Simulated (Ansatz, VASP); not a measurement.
**Cu in VASP and in Ansatz**

File INCAR:

```
SYSTEM = Cu
  ALGO = Normal
  EDIFF = 1E-7
  ENCUT = 520
  GGA = CA
  ISIF = 2
  ISMEAR = 0
  LASPH = .TRUE.
  LCHARG = .FALSE.
  LREAL = .FALSE.
  LWAVE = .FALSE.
  NBANDS = 12
  NELM = 60
  PREC = Accurate
  SIGMA = 0.15
```

File KPOINTS:

```
k-points
0
G
  24 24 24
  0 0 0
```

File POSCAR:

```
Cu
1.0
   -1.4461898224      1.4461898224      1.3587365779
    1.4461898224     -1.4461898224      1.3587365779
    1.4461898224      1.4461898224     -1.3587365779
Cu
1
Direct
    0.0000000000      0.0000000000      0.0000000000
```

Input for Ansatz:

```yaml
crystal:
  lattice:
    - [-1.4461898224, 1.4461898224, 1.3587365779]
    - [1.4461898224, -1.4461898224, 1.3587365779]
    - [1.4461898224, 1.4461898224, -1.3587365779]
  atoms:
    - { symbol: Cu, position: [0.0, 0.0, 0.0] }
basis:
  ecutwfc: 520.0
kpoints:
  mp_grid: { grid: [24, 24, 24] }
hamiltonian:
  xc: lda
  pseudopotentials: { kind: paw, azcp: { folder: soft_1 } }
scf:
  occupations: { method: gaussian, width: 0.15 }
output:
  forces: true
  stress: true
  eigenvalues: true
```

Alike in both runs: task single point; functional LDA; k mesh 24 × 24 × 24; occupations gaussian, width 0.15 eV; no spin polarisation.

```csv
,VASP,Ansatz
version,VASP 6.6.1,Ansatz 0.2.0
potentials or method,"VASP PAW LDA potentials, release 64 (Cu), cutoff 520 eV","scalar-relativistic, plane waves, PAW"
valence electrons in the cell,11,19
```

|  | VASP | Ansatz | Ansatz less VASP |
| --- | --- | --- | --- |
| gap on the k mesh at the Fermi level (eV) | none | none | - |
| pressure (GPa) | -5.7 | -6.6 | -0.87 |
| traceless stress, the component that is largest in VASP (GPa) | -0.12 | -0.12 | -0.001 |

Ansatz warns that its potentials were made for another functional, while VASP's fit it. LDA's correlation is that of Perdew and Zunger in VASP and of Perdew and Wang (1992) in Ansatz. A gap of «none» marks a metal or a gap that the smearing closes. VASP's potentials hold 11 valence electrons a cell and Ansatz's 19, so a difference there can come from the potentials and not from the codes.
